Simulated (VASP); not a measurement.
# SiMo3 (Pm-3n) in VASP: notebook, part 2 of 2

VASP 6.6.1. The steps go on from the part before.

### 4 Single point, PBE

This run uses another cell than the first one, of 14.76 Å³/atom, 1.003 times its volume.

INCAR reads:

```
SYSTEM = SiMo3
  ALGO = Normal
  EDIFF = 1E-6
  ENCUT = 500
  GGA = PE
  GGA_COMPAT = .FALSE.
  ISIF = 2
  ISMEAR = 0
  LASPH = .TRUE.
  LCHARG = .FALSE.
  LREAL = .FALSE.
  LWAVE = .FALSE.
  NBANDS = 56
  NELM = 120
  PREC = Accurate
  SIGMA = 0.2
```

KPOINTS reads:

```
k-points
0
G
  4 4 4
  0 0 0
```

POSCAR reads:

```
SiMo3
1.0
    4.9063915517      0.0000000000      0.0000000000
    0.0000000000      4.9063915517      0.0000000000
    0.0000000000      0.0000000000      4.9063915517
Si Mo
2 6
Direct
    0.5000000000      0.5000000000      0.5000000000
    1.0000000000      0.0000000000      0.0000000000
    0.0000000000      0.5000000000      0.7500000000
    1.0000000000      0.5000000000      0.2500000000
    0.5000000000      0.2500000000      0.0000000000
    0.5000000000      0.7500000000      0.0000000000
    0.2500000000      0.0000000000      0.5000000000
    0.7500000000      1.0000000000      0.5000000000
```

Potentials or basis: VASP PAW PBE potentials, release 64 (Si, Mo_sv).

Run with:

```sh
$ cat potpaw_PBE.64/Si/POTCAR potpaw_PBE.64/Mo_sv/POTCAR > POTCAR
$ mpirun -np 1 vasp_std > vasp.out
```

OUTCAR:

```text
SYSTEM = SiMo3
   EDIFF = 1E-6
   ENCUT = 500
   GGA = PE
   ISIF = 2
   ISMEAR = 0
   LASPH = .TRUE.
   LREAL = .FALSE.
   NELM = 120
   PREC = Accurate

 ion  position               nearest neighbor table
   1  0.500  0.500  0.500-   3 2.74   4 2.74   5 2.74   6 2.74   7 2.74   8 2.74   5 2.74   6 2.74
                             7 2.74   8 2.74   3 2.74   4 2.74
   2  0.000  0.000  0.000-   3 2.74   4 2.74   5 2.74   6 2.74   7 2.74   8 2.74   7 2.74   8 2.74
                             3 2.74   4 2.74   5 2.74   6 2.74
   3  0.000  0.500  0.750-   4 2.45   4 2.45   1 2.74   2 2.74   2 2.74   1 2.74   8 3.00   5 3.00
                             6 3.00   7 3.00   8 3.00   7 3.00   5 3.00   6 3.00
   4  0.000  0.500  0.250-   3 2.45   3 2.45   1 2.74   2 2.74   2 2.74   1 2.74   8 3.00   5 3.00
                             6 3.00   7 3.00   8 3.00   7 3.00   5 3.00   6 3.00
   5  0.500  0.250  0.000-   6 2.45   6 2.45   1 2.74   1 2.74   2 2.74   2 2.74   8 3.00   4 3.00
                             7 3.00   8 3.00   3 3.00   7 3.00   3 3.00   4 3.00
   6  0.500  0.750  0.000-   5 2.45   5 2.45   1 2.74   1 2.74   2 2.74   2 2.74   8 3.00   4 3.00
                             7 3.00   8 3.00   3 3.00   7 3.00   3 3.00   4 3.00
   7  0.250  0.000  0.500-   8 2.45   8 2.45   1 2.74   2 2.74   1 2.74   2 2.74   3 3.00   4 3.00
                             5 3.00   6 3.00   5 3.00   3 3.00   4 3.00   6 3.00
   8  0.750  0.000  0.500-   7 2.45   7 2.45   1 2.74   2 2.74   1 2.74   2 2.74   3 3.00   4 3.00
                             5 3.00   6 3.00   5 3.00   3 3.00   4 3.00   6 3.00

  LATTYP: Found a simple cubic cell.
 ALAT       =     4.9063915517

  Lattice vectors:

 A1 = (   4.9063915517,   0.0000000000,   0.0000000000)
 A2 = (   0.0000000000,   4.9063915517,   0.0000000000)
 A3 = (   0.0000000000,   0.0000000000,   4.9063915517)

Analysis of symmetry for initial positions (statically):
=====================================================================
 Subroutine PRICEL returns:
 Original cell was already a primitive cell.

 Routine SETGRP: Setting up the symmetry group for a
 simple cubic supercell.

 Subroutine GETGRP returns: Found 48 space group operations
 (whereof 24 operations were pure point group operations)
 out of a pool of 48 trial point group operations.

The static configuration has the point symmetry T_h .
 The point group associated with its full space group is O_h .

Analysis of symmetry for dynamics (positions and initial velocities):
=====================================================================
 Subroutine PRICEL returns:
 Original cell was already a primitive cell.

 Routine SETGRP: Setting up the symmetry group for a
 simple cubic supercell.

 Subroutine GETGRP returns: Found 48 space group operations
 (whereof 24 operations were pure point group operations)
 out of a pool of 48 trial point group operations.

The dynamic configuration has the point symmetry T_h .
 The point group associated with its full space group is O_h .

 Subroutine INISYM returns: Found 48 space group operations
 (whereof 24 operations are pure point group operations),
 and found     1 'primitive' translations

----------------------------------------------------------------------------------------

                                     Primitive cell

  volume of cell :     118.1100

  direct lattice vectors                    reciprocal lattice vectors
     4.906391552  0.000000000  0.000000000     0.203815776  0.000000000  0.000000000
     0.000000000  4.906391552  0.000000000     0.000000000  0.203815776  0.000000000
[... 66 lines left out ...]
   total plane-waves  NPLWV =  46656
   dimension x,y,z NGX =    36 NGY =   36 NGZ =   36
   dimension x,y,z NGXF=    72 NGYF=   72 NGZF=   72
   ions per type =               2   6
   NGX,Y,Z   is equivalent  to a cutoff of  12.20, 12.20, 12.20 a.u.
   NGXF,Y,Z  is equivalent  to a cutoff of  24.40, 24.40, 24.40 a.u.
 SYSTEM =  SiMo3
   PREC   = accura    normal or accurate (medium, high low for compatibility)
   ISTART =      0    job   : 0-new  1-cont  2-samecut
   ICHARG =      2    charge: 1-file 2-atom 10-const
   ISPIN  =      1    spin polarized calculation?
   LNONCOLLINEAR =      F non collinear calculations
   LSORBIT =      F    spin-orbit coupling
   LASPH  =      T    aspherical Exc in radial PAW
   ENCUT  =  500.0 eV  36.75 Ry    6.06 a.u.   8.95  8.95  8.95*2*pi/ulx,y,z
   NELM   =    120;   NELMIN=  2; NELMDL= -5     # of ELM steps
   EDIFF  = 0.1E-05   stopping-criterion for ELM
   LREAL  =      F    real-space projection
   EDIFFG = 0.1E-04   stopping-criterion for IOM
   NSW    =      0    number of steps for IOM
   IBRION =     -1    ionic relax: 0-MD 1-quasi-New 2-CG
   NFREE  =      0    steps in history (QN), initial steepest desc. (CG)
   ISIF   =      2    stress and relaxation
   ISYM   =      2    0-nonsym 1-usesym 2-fastsym
   POTIM  = 0.5000    time-step for ionic-motion
   TEBEG  =    0.0;   TEEND  =   0.0 temperature during run
   PSTRESS=    0.0 pullay stress
   NELECT =      92.0000    total number of electrons
   NUPDOWN=      -1.0000    fix difference up-down
   EMIN   =  10.00;   EMAX   =-10.00  energy-range for DOS
   EFERMI =   0.00;   METHOD = LEGACY
   ISMEAR =     0;   SIGMA  =   0.20  broadening in eV -4-tet -1-fermi 0-gaus
   EFERMI_NEDOS =   21; number of points for ismear=-14 and -15
   IALGO  =     38    algorithm
   IMIX   =      4    mixing-type and parameters
     AMIX     =   0.40;   BMIX     =  1.00
     AMIX_MAG =   1.60;   BMIX_MAG =  1.00
  volume/ion in A,a.u.               =      14.76        99.63
  Fermi-wavevector in a.u.,A,eV,Ry     =   1.506290  2.846475 30.870385  2.268909
  Thomas-Fermi vector in A             =   2.617027
   LORBIT       =      0    0 simple, 1 ext, 2 COOP (PROOUT), +10 PAW based schemes
   GGA     = PE    functional components
   LHFCALC =     F    Hartree Fock is set to
   AEXX    =    0.0000 exact exchange contribution
   IVDW    =     0    specifies the selected vdW correction
   LEPSILON=     F    determine dielectric tensor
   LRPA    =     F    only Hartree local field effects (RPA)
 non-spin polarized calculation
 Gauss-broadening in eV      SIGMA  =   0.20
  energy-cutoff  :      500.00
  volume of cell :      118.11
 maximum number of plane-waves:      3016
 NGX is ok and might be reduce to    36
   NGX = 17   NGY = 17   NGZ = 17

 number of electron      91.9999974 magnetization

 Free energy of the ion-electron system (eV)
  ---------------------------------------------------
  ext. energy  EPLUGINS =         0.00000000
  ---------------------------------------------------
  free energy    TOTEN  =       -78.92036296 eV

  energy without entropy =      -78.82475143  energy(sigma->0) =      -78.87255720

 E-fermi :  12.5694     XC(G=0): -13.0560

 val. band max:       12.4921903267   @ k =   0.5000   0.5000   0.0000
 cond. band min:      12.5997881654   @ k =   0.5000   0.2500   0.0000
 fundamental gap:      0.1075978387
 Fermi energy:        12.5693694169

 k-point     1 :       0.0000    0.0000    0.0000
  band No.  band energies     occupation
      1     -48.6749      2.00000
      2     -48.5644      2.00000
      3     -48.5644      2.00000
      4     -48.2466      2.00000
      5     -48.2466      2.00000
      6     -48.2466      2.00000
[... 579 lines left out ...]
     55      14.8043      0.00000
     56      14.8043      0.00000

------------------------ aborting loop because EDIFF is reached ----------------------------------------

  FORCE on cell =-STRESS in cart. coord.  units (eV):
  Direction    XX          YY          ZZ          XY          YZ          ZX
  --------------------------------------------------------------------------------------
  -------------------------------------------------------------------------------------
  Total        0.9487709      0.9487709      0.9487709     -0.0000000      0.0000000     -0.0000000
  in kB       12.8702015     12.8702015     12.8702015     -0.0000000      0.0000000     -0.0000000
  external PRESSURE =      12.8702015 kB  Pullay stress =       0.0000000 kB

 VOLUME and BASIS-vectors are now :
 -----------------------------------------------------------------------------
  energy-cutoff  :      500.00
  volume of cell :      118.11
      direct lattice vectors                 reciprocal lattice vectors
     4.906391552  0.000000000  0.000000000     0.203815776  0.000000000  0.000000000
     0.000000000  4.906391552  0.000000000     0.000000000  0.203815776  0.000000000
     0.000000000  0.000000000  4.906391552     0.000000000  0.000000000  0.203815776

 POSITION                                       TOTAL-FORCE (eV/Angst)
 -----------------------------------------------------------------------------------
      2.45320      2.45320      2.45320        -0.000000     -0.000000      0.000000
      0.00000      0.00000      0.00000        -0.000000     -0.000000      0.000000
      0.00000      2.45320      3.67979        -0.000000     -0.000000     -0.000000
      0.00000      2.45320      1.22660        -0.000000      0.000000      0.000000
      2.45320      1.22660      0.00000        -0.000000      0.000000      0.000000
      2.45320      3.67979      0.00000         0.000000     -0.000000     -0.000000
      1.22660      0.00000      2.45320        -0.000000     -0.000000      0.000000
      3.67979      0.00000      2.45320         0.000000      0.000000     -0.000000
 -----------------------------------------------------------------------------------
    total drift:                                0.000000      0.000000     -0.000000

  FREE ENERGIE OF THE ION-ELECTRON SYSTEM (eV)
  ---------------------------------------------------
  free  energy   TOTEN  =       -78.9203629607 eV

  energy  without entropy=      -78.8247514319  energy(sigma->0) =      -78.87255720
```

Wall time 45 s (1 thread of Intel Xeon Platinum 8488C (Sapphire Rapids), shared host); peak memory 0.22 GiB.

Results:

```yaml
Free_energy: -78.9204 eV
Pressure: 1.3 GPa
Band_gap_on_the_k_mesh: zero (band 46 reaches 13.82 eV, above the bottom of band 47 at 11.41 eV)
```

Levels at points of the mesh, in eV from the Fermi level:
| k point | band 43 | band 44 | band 45 | band 46 | band 47 | band 48 |
| --- | --- | --- | --- | --- | --- | --- |
| (0.00, 0.00, 0.00) | -1.52 | -1.52 | 1.26 | 1.26 | 1.26 | 2.02 |
| (0.50, 0.00, 0.00) | -1.67 | -1.67 | 0.27 | 0.27 | 0.95 | 0.95 |
| (0.50, 0.50, 0.00) | -1.07 | -0.83 | -0.83 | -0.75 | -0.66 | -0.45 |
| (0.50, 0.50, 0.50) | -1.16 | -1.16 | -1.16 | -1.16 | -1.16 | -1.16 |

### 5 Summary

| task | cell | k mesh | gap on the mesh (eV) | pressure (GPa) |
| --- | --- | --- | --- | --- |
| single point | a = 4.901 Å, 8 atoms | 3 × 3 × 3 | none | 0.4 |
| relaxation of cell and atoms | relaxed from a = 4.916 Å, 8 atoms | 3 × 3 × 3 | none | 0.0 |
| single point | a = 4.906 Å, 8 atoms | 4 × 4 × 4 | none | 1.3 |

Alike in all rows: level PBE; potentials or basis VASP PAW PBE potentials, release 64 (Si, Mo_sv); no spin polarisation; cutoff (eV) 500; smearing gaussian 0.2 eV.

Caveats: some runs use coarse meshes.

Total energies depend on the potentials used, so only differences within one code and one set of settings carry meaning.
